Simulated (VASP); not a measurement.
Write the native input for VASP 6.6.1 that does the following.

- Task: single point
- Functional: PBEsol
- Potentials or basis: VASP PAW PBE potentials, release 64 (Hf_pv, O)
- Cutoff: 600 eV
- k mesh: 6 × 6 × 6
- Occupations: gaussian, width 0.1 eV
- Spin: no spin polarisation
- Dipole correction: no
- Further INCAR settings: ALGO = Normal; EDIFF = 1e-06; NBANDS = 18

The structure of HfO2 lies in POSCAR:

```
HfO2
1.0
    0.0000000000      2.5226386782      2.5226386782
    2.5226386782      0.0000000000      2.5226386782
    2.5226386782      2.5226386782      0.0000000000
Hf O
1 2
Direct
    0.0000000000      0.0000000000      0.0000000000
    0.2500000000      0.2500000000      0.2500000000
    0.7500000000      0.7500000000      0.7500000000
```

One way to write it, as run:

INCAR

```
PREC = Accurate
ENCUT = 600
EDIFF = 1E-6
ISMEAR = 0
SIGMA = 0.1
LREAL = False
LASPH = True
NELM = 120
ALGO = Normal
ISIF = 2
LWAVE = False
LCHARG = False
GGA = PS
NBANDS = 18
GGA_COMPAT = False
```

KPOINTS

```
regular mesh
0
Gamma
  6 6 6
```

Potentials or basis: VASP PAW PBE potentials, release 64 (Hf_pv, O).

Launch:

```console
$ cat potpaw_PBE.64/Hf_pv/POTCAR potpaw_PBE.64/O/POTCAR > POTCAR
$ mpirun -np 1 vasp_std > vasp.out
```

It gave:

```json
{
  "Pressure": "-4.2 GPa",
  "Band gap on the k mesh": "3.71 eV, direct"
}
```

Caveat: the PAW data sets were made with another functional, which shifts forces and pressure a little; spin-orbit coupling is left out, which moves the levels of the heavy elements.

It took 13 s on 1 thread of AMD EPYC 9R45 (Zen 5), with other jobs on the host, peak memory 0.13 GiB.
